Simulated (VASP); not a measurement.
# Hf3Br (Im-3m) in VASP: a series of runs

The runs below take Hf3Br through single point, relaxation of cell and atoms, with PBE.

All numbers are computed with VASP 6.6.1; they aren't measurements. Logs are shortened: lines on timing, memory, paths and dates and some standing lists are left out, and cuts for length are marked.

### 1 The cell of the first run

The structure is cubic, space group Im-3m (No. 229). The conventional cell has a = 5.767 Å, b = 5.767 Å, c = 5.767 Å, α = 90.00°, β = 90.00°, γ = 90.00°. Hf (site symmetry 4/mmm) has 4 Hf at 2.88 Å and 2 Br at 2.88 Å within 3.8 Å. Br (site symmetry m-3m) has 6 Hf at 2.88 Å within 3.8 Å.

### 2 Single point, PBE

Contents of INCAR:

```
SYSTEM = Hf3Br
PREC = Accurate
ENCUT = 520
EDIFF = 1E-7
ISMEAR = 0
SIGMA = 0.1
LREAL = .FALSE.
LASPH = .TRUE.
NELM = 80
ALGO = Normal
ISIF = 2
LWAVE = .FALSE.
LCHARG = .FALSE.
GGA = PE
NBANDS = 26
```

Contents of KPOINTS:

```
regular mesh
0
G
  12 12 12
  0 0 0
```

Contents of POSCAR:

```
Hf3Br
1.0
   -2.8835182393      2.8835182393      2.8835182393
    2.8835182393     -2.8835182393      2.8835182393
    2.8835182393      2.8835182393     -2.8835182393
Hf Br
3 1
Direct
    0.0000000000      0.5000000000      0.5000000000
    0.5000000000      0.0000000000      0.5000000000
    0.5000000000      0.5000000000      0.0000000000
    0.0000000000      0.0000000000      0.0000000000
```

Potentials or basis: VASP PAW PBE potentials, release 64 (Hf_pv, Br).

On the command line:

```bash
$ cat potpaw_PBE.64/Hf_pv/POTCAR potpaw_PBE.64/Br/POTCAR > POTCAR
$ mpirun -np 1 vasp_std > vasp.out
```

OUTCAR:

```text
SYSTEM = Hf3Br
   PREC = Accurate
   ENCUT = 520
   EDIFF = 1E-7
   ISMEAR = 0
   LREAL = .FALSE.
   LASPH = .TRUE.
   NELM = 80
   ISIF = 2
   GGA = PE

 ion  position               nearest neighbor table
   1  0.000  0.500  0.500-   2 2.88   3 2.88   4 2.88   4 2.88   3 2.88   2 2.88
   2  0.500  0.000  0.500-   1 2.88   3 2.88   4 2.88   3 2.88   4 2.88   1 2.88
   3  0.500  0.500  0.000-   1 2.88   2 2.88   4 2.88   2 2.88   1 2.88   4 2.88
   4  0.000  0.000  0.000-   1 2.88   2 2.88   3 2.88   1 2.88   2 2.88   3 2.88

  LATTYP: Found a body centered cubic cell.
 ALAT       =     5.7670364786

  Lattice vectors:

 A1 = (  -2.8835182393,   2.8835182393,   2.8835182393)
 A2 = (   2.8835182393,  -2.8835182393,   2.8835182393)
 A3 = (   2.8835182393,   2.8835182393,  -2.8835182393)

Analysis of symmetry for initial positions (statically):
=====================================================================
 Subroutine PRICEL returns:
 Original cell was already a primitive cell.

 Routine SETGRP: Setting up the symmetry group for a
 body centered cubic supercell.

 Subroutine GETGRP returns: Found 48 space group operations
 (whereof 48 operations were pure point group operations)
 out of a pool of 48 trial point group operations.

The static configuration has the point symmetry O_h .

Analysis of symmetry for dynamics (positions and initial velocities):
=====================================================================
 Subroutine PRICEL returns:
 Original cell was already a primitive cell.

 Routine SETGRP: Setting up the symmetry group for a
 body centered cubic supercell.

 Subroutine GETGRP returns: Found 48 space group operations
 (whereof 48 operations were pure point group operations)
 out of a pool of 48 trial point group operations.

The dynamic configuration has the point symmetry O_h .

 Subroutine INISYM returns: Found 48 space group operations
 (whereof 48 operations are pure point group operations),
 and found     1 'primitive' translations

----------------------------------------------------------------------------------------

                                     Primitive cell

  volume of cell :      95.9021

  direct lattice vectors                    reciprocal lattice vectors
    -2.883518239  2.883518239  2.883518239     0.000000000  0.173399285  0.173399285
     2.883518239 -2.883518239  2.883518239     0.173399285  0.000000000  0.173399285
     2.883518239  2.883518239 -2.883518239     0.173399285  0.173399285  0.000000000

  length of vectors
     4.994400095  4.994400095  4.994400095     0.245223620  0.245223620  0.245223620

  position of ions in fractional coordinates (direct lattice)
     0.000000000  0.500000000  0.500000000
     0.500000000  0.000000000  0.500000000
     0.500000000  0.500000000  0.000000000
     0.000000000  0.000000000  0.000000000

  ion indices of the primitive-cell ions
   primitive index   ion index
                 1           1
                 2           2
                 3           3
                 4           4

----------------------------------------------------------------------------------------

 KPOINTS: regular mesh

Automatic generation of k-mesh.
 Grid dimensions read from file:
 generate k-points for:   12   12   12

 Generating k-lattice:

  Cartesian coordinates                     Fractional coordinates (reciprocal lattice)
     0.000000000  0.014449940  0.014449940     0.083333333  0.000000000  0.000000000
     0.014449940  0.000000000  0.014449940     0.000000000  0.083333333  0.000000000
     0.014449940  0.014449940  0.000000000     0.000000000  0.000000000  0.083333333

  Length of vectors
     0.020435302  0.020435302  0.020435302

  Shift w.r.t. Gamma in fractional coordinates (k-lattice)
     0.000000000  0.000000000  0.000000000

 Subroutine IBZKPT returns following result:
 ===========================================

 Found     72 irreducible k-points:

 Following reciprocal coordinates:
            Coordinates               Weight
  0.000000  0.000000  0.000000      1.000000
  0.083333  0.000000  0.000000     12.000000
  0.166667  0.000000  0.000000     12.000000
  0.250000  0.000000  0.000000     12.000000
  0.333333  0.000000  0.000000     12.000000
  0.416667  0.000000  0.000000     12.000000
[... 16 lines left out ...]
  0.333333  0.083333  0.083333     24.000000
  0.416667  0.083333  0.083333     12.000000
 [... further k-points ...]
   k-points           NKPTS =     72   k-points in BZ     NKDIM =     72   number of bands    NBANDS=     26
   number of dos      NEDOS =    301   number of ions     NIONS =      4
   total plane-waves  NPLWV =  64000
   dimension x,y,z NGX =    40 NGY =   40 NGZ =   40
   dimension x,y,z NGXF=    80 NGYF=   80 NGZF=   80
   ions per type =               3   1
   NGX,Y,Z   is equivalent  to a cutoff of  13.31, 13.31, 13.31 a.u.
   NGXF,Y,Z  is equivalent  to a cutoff of  26.63, 26.63, 26.63 a.u.
 SYSTEM =  Hf3Br
   PREC   = accura    normal or accurate (medium, high low for compatibility)
   ISTART =      0    job   : 0-new  1-cont  2-samecut
   ICHARG =      2    charge: 1-file 2-atom 10-const
   ISPIN  =      1    spin polarized calculation?
   LNONCOLLINEAR =      F non collinear calculations
   LSORBIT =      F    spin-orbit coupling
   LASPH  =      T    aspherical Exc in radial PAW
   ENCUT  =  520.0 eV  38.22 Ry    6.18 a.u.   9.29  9.29  9.29*2*pi/ulx,y,z
   NELM   =     80;   NELMIN=  2; NELMDL= -5     # of ELM steps
   EDIFF  = 0.1E-06   stopping-criterion for ELM
   LREAL  =      F    real-space projection
   EDIFFG = 0.1E-05   stopping-criterion for IOM
   NSW    =      0    number of steps for IOM
   IBRION =     -1    ionic relax: 0-MD 1-quasi-New 2-CG
   NFREE  =      0    steps in history (QN), initial steepest desc. (CG)
   ISIF   =      2    stress and relaxation
   ISYM   =      2    0-nonsym 1-usesym 2-fastsym
   POTIM  = 0.5000    time-step for ionic-motion
   TEBEG  =    0.0;   TEEND  =   0.0 temperature during run
   PSTRESS=    0.0 pullay stress
   NELECT =      37.0000    total number of electrons
   NUPDOWN=      -1.0000    fix difference up-down
   EMIN   =  10.00;   EMAX   =-10.00  energy-range for DOS
   EFERMI =   0.00;   METHOD = LEGACY
   ISMEAR =     0;   SIGMA  =   0.10  broadening in eV -4-tet -1-fermi 0-gaus
   EFERMI_NEDOS =   21; number of points for ismear=-14 and -15
   IALGO  =     38    algorithm
   IMIX   =      4    mixing-type and parameters
     AMIX     =   0.40;   BMIX     =  1.00
     AMIX_MAG =   1.60;   BMIX_MAG =  1.00
  volume/ion in A,a.u.               =      23.98       161.79
  Fermi-wavevector in a.u.,A,eV,Ry     =   1.191789  2.252155 19.325185  1.420361
  Thomas-Fermi vector in A             =   2.327842
   LORBIT       =      0    0 simple, 1 ext, 2 COOP (PROOUT), +10 PAW based schemes
   GGA     = PE    functional components
   LHFCALC =     F    Hartree Fock is set to
   AEXX    =    0.0000 exact exchange contribution
   IVDW    =     0    specifies the selected vdW correction
   LEPSILON=     F    determine dielectric tensor
   LRPA    =     F    only Hartree local field effects (RPA)
 non-spin polarized calculation
 Gauss-broadening in eV      SIGMA  =   0.10
  energy-cutoff  :      520.00
  volume of cell :       95.90
 maximum number of plane-waves:      2616
 NGX is ok and might be reduce to    40
   NGX = 19   NGY = 19   NGZ = 19

 number of electron      36.9999999 magnetization

 Free energy of the ion-electron system (eV)
  ---------------------------------------------------
  ext. energy  EPLUGINS =         0.00000000
  ---------------------------------------------------
  free energy    TOTEN  =       -28.67725501 eV

  energy without entropy =      -28.65101874  energy(sigma->0) =      -28.66413688

 E-fermi :   4.7956     XC(G=0): -10.5960

 val. band max:        4.7826684582   @ k =  -0.4167  -0.4167   0.1667
 cond. band min:       4.7972378791   @ k =   0.4167   0.0000   0.0000
 fundamental gap:      0.0145694208
 Fermi energy:         4.7955593774

 k-point     1 :       0.0000    0.0000    0.0000
  band No.  band energies     occupation
      1     -26.3591      2.00000
      2     -26.3591      2.00000
      3     -26.3591      2.00000
      4     -26.2735      2.00000
      5     -26.2735      2.00000
      6     -26.2735      2.00000
[... 18 lines left out ...]
     25       8.2341      0.00000
     26       9.2274      0.00000

 k-point     2 :       0.0833    0.0000    0.0000
  band No.  band energies     occupation
      1     -26.3593      2.00000
      2     -26.3445      2.00000
      3     -26.3436      2.00000
      4     -26.2754      2.00000
      5     -26.2734      2.00000
      6     -26.2723      2.00000
[... 18 lines left out ...]
     25       8.1719      0.00000
     26       8.8306      0.00000

 k-point     3 :       0.1667    0.0000    0.0000
  band No.  band energies     occupation
      1     -26.3600      2.00000
      2     -26.3033      2.00000
      3     -26.2989      2.00000
      4     -26.2786      2.00000
      5     -26.2730      2.00000
      6     -26.2678      2.00000
[... 18 lines left out ...]
     25       7.9533      0.00000
     26       8.1794      0.00000

 k-point     4 :       0.2500    0.0000    0.0000
  band No.  band energies     occupation
      1     -26.3610      2.00000
      2     -26.2909      2.00000
      3     -26.2724      2.00000
      4     -26.2679      2.00000
      5     -26.2286      2.00000
      6     -26.2210      2.00000
[... 18 lines left out ...]
     25       7.5341      0.00000
     26       7.8394      0.00000

 k-point     5 :       0.3333    0.0000    0.0000
  band No.  band energies     occupation
      1     -26.3619      2.00000
      2     -26.2978      2.00000
      3     -26.2718      2.00000
      4     -26.2627      2.00000
      5     -26.1364      2.00000
      6     -26.1255      2.00000
[... 18 lines left out ...]
     25       7.8140      0.00000
     26       8.1195      0.00000

 k-point     6 :       0.4167    0.0000    0.0000
  band No.  band energies     occupation
      1     -26.3626      2.00000
      2     -26.3032      2.00000
      3     -26.2714      2.00000
      4     -26.2595      2.00000
      5     -26.0261      2.00000
      6     -26.0125      2.00000
[... 427 lines left out ...]
 k-point    21 :       0.1667    0.0833    0.0833
  band No.  band energies     occupation
      1     -26.3011      2.00000
      2     -26.2944      2.00000
      3     -26.2674      2.00000
      4     -26.2648      2.00000
      5     -26.2310      2.00000
      6     -26.2238      2.00000
[... 18 lines left out ...]
     25       7.4774      0.00000
     26       7.8805      0.00000

 k-point    22 :       0.2500    0.0833    0.0833
  band No.  band energies     occupation
      1     -26.3023      2.00000
      2     -26.3020      2.00000
      3     -26.2661      2.00000
      4     -26.2606      2.00000
      5     -26.1381      2.00000
      6     -26.1272      2.00000
[... 18 lines left out ...]
     25       7.6991      0.00000
     26       7.9008      0.00000

 k-point    23 :       0.3333    0.0833    0.0833
  band No.  band energies     occupation
      1     -26.3080      2.00000
      2     -26.3026      2.00000
      3     -26.2653      2.00000
      4     -26.2576      2.00000
      5     -26.0274      2.00000
      6     -26.0138      2.00000
[... 18 lines left out ...]
     25       7.3196      0.00000
     26       7.7370      0.00000

 k-point    24 :       0.4167    0.0833    0.0833
  band No.  band energies     occupation
      1     -26.3101      2.00000
      2     -26.3029      2.00000
      3     -26.2650      2.00000
      4     -26.2565      2.00000
      5     -25.9087      2.00000
      6     -25.9027      2.00000
[... 18 lines left out ...]
     25       6.9875      0.00000
     26       7.5890      0.00000

 [... further k-points ...]
[... 5 lines left out ...]
  --------------------------------------------------------------------------------------
  -------------------------------------------------------------------------------------
  Total       -0.2674721     -0.2674721     -0.2674721      0.0000000      0.0000000     -0.0000000
  in kB       -4.4684912     -4.4684912     -4.4684912      0.0000000      0.0000000     -0.0000000
  external PRESSURE =      -4.4684912 kB  Pullay stress =       0.0000000 kB

 VOLUME and BASIS-vectors are now :
 -----------------------------------------------------------------------------
  energy-cutoff  :      520.00
  volume of cell :       95.90
      direct lattice vectors                 reciprocal lattice vectors
    -2.883518239  2.883518239  2.883518239     0.000000000  0.173399285  0.173399285
     2.883518239 -2.883518239  2.883518239     0.173399285  0.000000000  0.173399285
     2.883518239  2.883518239 -2.883518239     0.173399285  0.173399285  0.000000000

 POSITION                                       TOTAL-FORCE (eV/Angst)
 -----------------------------------------------------------------------------------
      2.88352      0.00000      0.00000         0.000000     -0.000000      0.000000
      0.00000      2.88352      0.00000        -0.000000      0.000000     -0.000000
      0.00000      0.00000      2.88352         0.000000     -0.000000      0.000000
      0.00000      0.00000      0.00000         0.000000      0.000000     -0.000000
 -----------------------------------------------------------------------------------
    total drift:                               -0.000000     -0.000000      0.000000

  FREE ENERGIE OF THE ION-ELECTRON SYSTEM (eV)
  ---------------------------------------------------
  free  energy   TOTEN  =       -28.6772550148 eV

  energy  without entropy=      -28.6510187386  energy(sigma->0) =      -28.66413688
```

Wall time 4.7 min (1 thread of Oxide Virtual Turin-like, shared host); peak memory 0.3 GiB.

Results:

- Free energy: -28.6773 eV
- Pressure: -0.4 GPa

Caveat: spin-orbit coupling is left out, which moves the levels of the heavy elements; an odd number of electrons without spin polarisation forces a metal; a magnetic or distorted state may lie lower.

(Continued in part 2 of 2.)
